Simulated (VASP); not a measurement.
# CuO (C2/c) in VASP: single point with PBE+U

Aim: the single point of CuO with PBE+U.

All numbers are computed with VASP 6.6.1; they aren't measurements. Logs are shortened: lines on timing, memory, paths and dates and some standing lists are left out, and cuts for length are marked.

### Step 1. The cell of the first run

The structure is monoclinic, space group C2/c (No. 15). Conventional cell: a = 4.684 Å, b = 3.423 Å, c = 5.129 Å, α = 90.00°, β = 99.54°, γ = 90.00°. Within 2.6 Å of Cu (site symmetry -1) lie 4 O at 1.95 to 1.96 Å. Within 3.0 Å of O (site symmetry 2) lie 6 Cu at 1.95 to 2.78 Å and 6 O at 2.62 to 2.90 Å.

### Step 2. Single point, PBE+U

Input file INCAR:

```
  PREC = Accurate
  ENCUT = 820
  EDIFF = 1E-6
  ISMEAR = -1
  SIGMA = 0.02
  LREAL = False
  LASPH = True
  NELM = 200
  ALGO = Normal
  ISIF = 2
  LWAVE = False
  LCHARG = False
  LMAXMIX = 4
  LDAU = True
  LDAUTYPE = 2
  LDAUL = 2 -1
  LDAUU = 4 0
  LDAUJ = 0 0
  LDAUPRINT = 1
  GGA = PE
  NBANDS = 33
  GGA_COMPAT = False
```

Input file KPOINTS:

```
Automatic mesh
0
Gamma
  7 7 4
```

Input file POSCAR:

```
CuO
1.0
    2.3418500000     -1.7113000000      0.0000000000
    2.3418500000      1.7113000000      0.0000000000
   -0.8500300000      0.0000000000      5.0578700000
Cu O
2 2
Direct
    0.0000000000      0.5000000000      0.0000000000
    0.5000000000      0.0000000000      0.5000000000
    0.5816000000      0.4184000000      0.2500000000
    0.4184000000      0.5816000000      0.7500000000
```

Potentials or basis: VASP PAW PBE potentials, release 64 (Cu_sv_GW, O).

The run is started by

```bash
$ cat potpaw_PBE.64/Cu_sv_GW/POTCAR potpaw_PBE.64/O/POTCAR > POTCAR
$ mpirun -np 1 vasp_std > vasp.out
```

OUTCAR:

```text
PREC = Accurate
   ENCUT = 820
   EDIFF = 1E-6
   ISMEAR = -1
   LREAL = False
   LASPH = True
   NELM = 200
   ISIF = 2
   GGA = PE

 ion  position               nearest neighbor table
   1  0.000  0.500  0.000-   3 1.95   4 1.95   4 1.96   3 1.96
   2  0.500  0.000  0.500-   4 1.95   3 1.95   4 1.96   3 1.96
   3  0.582  0.418  0.250-   2 1.95   1 1.95   2 1.96   1 1.96
   4  0.418  0.582  0.750-   1 1.95   2 1.95   2 1.96   1 1.96

  LATTYP: Found a base centered monoclinic cell.
 ALAT       =     4.6837000000
 B/A-ratio  =     0.7307470589
 C/A-ratio  =     1.0950319242
 COS(beta)  =    -0.1657365915

  Lattice vectors:

 A1 = (   2.3418500000,  -1.7113000000,   0.0000000000)
 A2 = (   2.3418500000,   1.7113000000,   0.0000000000)
 A3 = (  -0.8500300000,   0.0000000000,   5.0578700000)

Analysis of symmetry for initial positions (statically):
=====================================================================
 Subroutine PRICEL returns:
 Original cell was already a primitive cell.

 Routine SETGRP: Setting up the symmetry group for a
 base centered monoclinic supercell.

 Subroutine GETGRP returns: Found  4 space group operations
 (whereof  2 operations were pure point group operations)
 out of a pool of  4 trial point group operations.

The static configuration has the point symmetry S_2 .
 The point group associated with its full space group is C_2h.

Analysis of symmetry for dynamics (positions and initial velocities):
=====================================================================
 Subroutine PRICEL returns:
 Original cell was already a primitive cell.

 Routine SETGRP: Setting up the symmetry group for a
 base centered monoclinic supercell.

 Subroutine GETGRP returns: Found  4 space group operations
 (whereof  2 operations were pure point group operations)
 out of a pool of  4 trial point group operations.

The dynamic configuration has the point symmetry S_2 .
 The point group associated with its full space group is C_2h.

 Subroutine INISYM returns: Found  4 space group operations
 (whereof  2 operations are pure point group operations),
 and found     1 'primitive' translations

----------------------------------------------------------------------------------------

                                     Primitive cell

  volume of cell :      40.5399

  direct lattice vectors                    reciprocal lattice vectors
     2.341850000 -1.711300000  0.000000000     0.213506416 -0.292175539  0.035882073
     2.341850000  1.711300000  0.000000000     0.213506416  0.292175539  0.035882073
    -0.850030000  0.000000000  5.057870000     0.000000000  0.000000000  0.197711685

  length of vectors
     2.900484289  2.900484289  5.128801023     0.363646887  0.363646887  0.197711685

  position of ions in fractional coordinates (direct lattice)
     0.000000000  0.500000000  0.000000000
     0.500000000  1.000000000  0.500000000
     0.581600000  0.418400000  0.250000000
     0.418400000  0.581600000  0.750000000

  ion indices of the primitive-cell ions
   primitive index   ion index
                 1           1
                 2           2
                 3           3
                 4           4

[... 93 lines left out ...]
  Fermi-wavevector in a.u.,A,eV,Ry     =   1.755647  3.317692 41.937190  3.082296
  Thomas-Fermi vector in A             =   2.825352
   LORBIT       =      0    0 simple, 1 ext, 2 COOP (PROOUT), +10 PAW based schemes
 LDA+U is selected, type is set to LDAUTYPE =  2
   angular momentum for each species LDAUL =     2   -1
   U (eV)           for each species LDAUU =   4.0  0.0
   J (eV)           for each species LDAUJ =   0.0  0.0
   GGA     = PE    functional components
   LHFCALC =     F    Hartree Fock is set to
   AEXX    =    0.0000 exact exchange contribution
   IVDW    =     0    specifies the selected vdW correction
   LEPSILON=     F    determine dielectric tensor
   LRPA    =     F    only Hartree local field effects (RPA)
 non-spin polarized calculation
  energy-cutoff  :      820.00
  volume of cell :       40.54
 maximum number of plane-waves:      2175
   NGX = 13   NGY = 13   NGZ = 23

atom =   1  type =  1  l = 2

 onsite density matrix

spin component  1

  0.9235 -0.0150  0.0115  0.0092 -0.0026
 -0.0150  0.8725  0.0010  0.0904 -0.0285
  0.0115  0.0010  0.9440 -0.0011 -0.0011
  0.0092  0.0904 -0.0011  0.8209  0.0373
 -0.0026 -0.0285 -0.0011  0.0373  0.9283

spin component  2

  0.9235 -0.0150  0.0115  0.0092 -0.0026
 -0.0150  0.8725  0.0010  0.0904 -0.0285
  0.0115  0.0010  0.9440 -0.0011 -0.0011
  0.0092  0.0904 -0.0011  0.8209  0.0373
 -0.0026 -0.0285 -0.0011  0.0373  0.9283

 occupancies and eigenvectors

  o =  0.7394  v =  0.0903  0.5845 -0.0109 -0.7694  0.2411  0.0000  0.0000  0.0000  0.0000  0.0000      0.0000  0.0000  0.0000  0.0000  0.0000  0.0000  0.0000  0.0000  0.0000  0.0000
  o =  0.7394  v =  0.0000  0.0000  0.0000  0.0000  0.0000  0.0903  0.5845 -0.0109 -0.7694  0.2411      0.0000  0.0000  0.0000  0.0000  0.0000  0.0000  0.0000  0.0000  0.0000  0.0000
  o =  0.9181  v =  0.8784  0.1624 -0.3900  0.2019 -0.0960  0.0000  0.0000  0.0000  0.0000  0.0000      0.0000  0.0000  0.0000  0.0000  0.0000  0.0000  0.0000  0.0000  0.0000  0.0000
  o =  0.9181  v =  0.0000  0.0000  0.0000  0.0000  0.0000  0.8784  0.1624 -0.3900  0.2019 -0.0960      0.0000  0.0000  0.0000  0.0000  0.0000  0.0000  0.0000  0.0000  0.0000  0.0000
  o =  0.9397  v = -0.0331 -0.2227 -0.1840 -0.4372 -0.8510  0.0000  0.0000  0.0000  0.0000  0.0000      0.0000  0.0000  0.0000  0.0000  0.0000  0.0000  0.0000  0.0000  0.0000  0.0000
  o =  0.9397  v =  0.0000  0.0000  0.0000  0.0000  0.0000 -0.0331 -0.2227 -0.1840 -0.4372 -0.8510      0.0000  0.0000  0.0000  0.0000  0.0000  0.0000  0.0000  0.0000  0.0000  0.0000
  o =  0.9420  v =  0.0000  0.0000  0.0000  0.0000  0.0000 -0.1264  0.7219  0.3278  0.3868 -0.4536      0.0000  0.0000  0.0000  0.0000  0.0000  0.0000  0.0000  0.0000  0.0000  0.0000
  o =  0.9420  v = -0.1264  0.7219  0.3278  0.3868 -0.4536  0.0000  0.0000  0.0000  0.0000  0.0000      0.0000  0.0000  0.0000  0.0000  0.0000  0.0000  0.0000  0.0000  0.0000  0.0000
  o =  0.9501  v =  0.0000  0.0000  0.0000  0.0000  0.0000 -0.4508  0.2474 -0.8405  0.1629  0.0509      0.0000  0.0000  0.0000  0.0000  0.0000  0.0000  0.0000  0.0000  0.0000  0.0000
  o =  0.9501  v = -0.4508  0.2474 -0.8405  0.1629  0.0509  0.0000  0.0000  0.0000  0.0000  0.0000      0.0000  0.0000  0.0000  0.0000  0.0000  0.0000  0.0000  0.0000  0.0000  0.0000

atom =   2  type =  1  l = 2

 onsite density matrix

spin component  1

  0.9235 -0.0150 -0.0115 -0.0092  0.0026
 -0.0150  0.8725 -0.0010 -0.0904  0.0285
 -0.0115 -0.0010  0.9440 -0.0011 -0.0011
 -0.0092 -0.0904 -0.0011  0.8209  0.0373
  0.0026  0.0285 -0.0011  0.0373  0.9283

spin component  2

  0.9235 -0.0150 -0.0115 -0.0092  0.0026
 -0.0150  0.8725 -0.0010 -0.0904  0.0285
 -0.0115 -0.0010  0.9440 -0.0011 -0.0011
 -0.0092 -0.0904 -0.0011  0.8209  0.0373
  0.0026  0.0285 -0.0011  0.0373  0.9283

 occupancies and eigenvectors

  o =  0.7394  v = -0.0903 -0.5845 -0.0109 -0.7694  0.2411  0.0000  0.0000  0.0000  0.0000  0.0000      0.0000  0.0000  0.0000  0.0000  0.0000  0.0000  0.0000  0.0000  0.0000  0.0000
  o =  0.7394  v =  0.0000  0.0000  0.0000  0.0000  0.0000 -0.0903 -0.5845 -0.0109 -0.7694  0.2411      0.0000  0.0000  0.0000  0.0000  0.0000  0.0000  0.0000  0.0000  0.0000  0.0000
  o =  0.9181  v =  0.8784  0.1624  0.3900 -0.2019  0.0960  0.0000  0.0000  0.0000  0.0000  0.0000      0.0000  0.0000  0.0000  0.0000  0.0000  0.0000  0.0000  0.0000  0.0000  0.0000
  o =  0.9181  v =  0.0000  0.0000  0.0000  0.0000  0.0000  0.8784  0.1624  0.3900 -0.2019  0.0960      0.0000  0.0000  0.0000  0.0000  0.0000  0.0000  0.0000  0.0000  0.0000  0.0000
  o =  0.9397  v =  0.0331  0.2227 -0.1840 -0.4372 -0.8510  0.0000  0.0000  0.0000  0.0000  0.0000      0.0000  0.0000  0.0000  0.0000  0.0000  0.0000  0.0000  0.0000  0.0000  0.0000
  o =  0.9397  v =  0.0000  0.0000  0.0000  0.0000  0.0000  0.0331  0.2227 -0.1840 -0.4372 -0.8510      0.0000  0.0000  0.0000  0.0000  0.0000  0.0000  0.0000  0.0000  0.0000  0.0000
  o =  0.9420  v =  0.0000  0.0000  0.0000  0.0000  0.0000  0.1264 -0.7219  0.3278  0.3868 -0.4536      0.0000  0.0000  0.0000  0.0000  0.0000  0.0000  0.0000  0.0000  0.0000  0.0000
  o =  0.9420  v =  0.1264 -0.7219  0.3278  0.3868 -0.4536  0.0000  0.0000  0.0000  0.0000  0.0000      0.0000  0.0000  0.0000  0.0000  0.0000  0.0000  0.0000  0.0000  0.0000  0.0000
  o =  0.9501  v =  0.0000  0.0000  0.0000  0.0000  0.0000 -0.4508  0.2474  0.8405 -0.1629 -0.0509      0.0000  0.0000  0.0000  0.0000  0.0000  0.0000  0.0000  0.0000  0.0000  0.0000
  o =  0.9501  v = -0.4508  0.2474  0.8405 -0.1629 -0.0509  0.0000  0.0000  0.0000  0.0000  0.0000      0.0000  0.0000  0.0000  0.0000  0.0000  0.0000  0.0000  0.0000  0.0000  0.0000

 number of electron      49.9999994 magnetization

 Free energy of the ion-electron system (eV)
  ---------------------------------------------------
  ext. energy  EPLUGINS =         0.00000000
  ---------------------------------------------------
  free energy    TOTEN  =       -16.13163203 eV

  energy without entropy =      -16.12790406  energy(sigma->0) =      -16.12976804

 E-fermi :   5.5053     XC(G=0): -12.2293

 val. band max:        5.4826629329   @ k =  -0.4286   0.1429   0.2500
 cond. band min:       5.5123963528   @ k =   0.1429  -0.0000  -0.0000
 fundamental gap:      0.0297334199
 Fermi energy:         5.5052838256

 k-point     1 :       0.0000    0.0000    0.0000
  band No.  band energies     occupation
      1    -106.1033      2.00000
      2    -106.1028      2.00000
      3     -63.6722      2.00000
      4     -63.6713      2.00000
      5     -63.6489      2.00000
      6     -63.6406      2.00000
[... 853 lines left out ...]
     32      20.8502      0.00000
     33      22.1289      0.00000

 [... further k-points ...]
[... 5 lines left out ...]
  --------------------------------------------------------------------------------------
  -------------------------------------------------------------------------------------
  Total        1.2137563      1.3140945      0.9850321      0.0000000      0.0000000     -0.2493076
  in kB       47.9688389     51.9343027     38.9294338      0.0000000      0.0000000     -9.8528812
  external PRESSURE =      46.2775251 kB  Pullay stress =       0.0000000 kB

 VOLUME and BASIS-vectors are now :
 -----------------------------------------------------------------------------
  energy-cutoff  :      820.00
  volume of cell :       40.54
      direct lattice vectors                 reciprocal lattice vectors
     2.341850000 -1.711300000  0.000000000     0.213506416 -0.292175539  0.035882073
     2.341850000  1.711300000  0.000000000     0.213506416  0.292175539  0.035882073
    -0.850030000  0.000000000  5.057870000     0.000000000  0.000000000  0.197711685

 POSITION                                       TOTAL-FORCE (eV/Angst)
 -----------------------------------------------------------------------------------
      1.17092      0.85565      0.00000        -0.000000      0.000000      0.000000
      0.74591     -0.85565      2.52894        -0.000000      0.000000      0.000000
      2.12934     -0.27928      1.26447         0.000000      0.215974      0.000000
      1.70433      0.27928      3.79340        -0.000000     -0.215974      0.000000
 -----------------------------------------------------------------------------------
    total drift:                                0.000000      0.000000      0.000000

  FREE ENERGIE OF THE ION-ELECTRON SYSTEM (eV)
  ---------------------------------------------------
  free  energy   TOTEN  =       -16.1316320269 eV

  energy  without entropy=      -16.1279040597  energy(sigma->0) =      -16.12976804
```

Run time: 2.3 min. Hardware: 1 thread of Intel Xeon Platinum 8259CL at 2.50GHz (Skylake/Cascade Lake), shared host; peak memory 0.3 GiB.

What came out:

```yaml
Free_energy: -16.1316 eV
Pressure: 4.6 GPa
Largest_force: 0.216 eV/Å
Band_gap_on_the_k_mesh: zero (bands 25 and 26 overlap by 0.74 eV)
```

Forces on the atoms (eV/Å):
```
Cu   0.000  0.000  0.000
Cu   0.000  0.000  0.000
O    0.000  0.216  0.000
O    0.000 -0.216  0.000
```

Eigenvalues of the final occupation matrices:
```
    site  spin  trace               eigenvalues
site 1 d     1   4.49  0.74 0.92 0.94 0.94 0.95
site 1 d     2   4.49  0.74 0.92 0.94 0.94 0.95
site 2 d     1   4.49  0.74 0.92 0.94 0.94 0.95
site 2 d     2   4.49  0.74 0.92 0.94 0.94 0.95
```

Caveat: the cell stands under pressure; U without spin polarisation on a metal has little footing.

The gap in the log of VASP goes by the Fermi energy; the results here count the filled bands.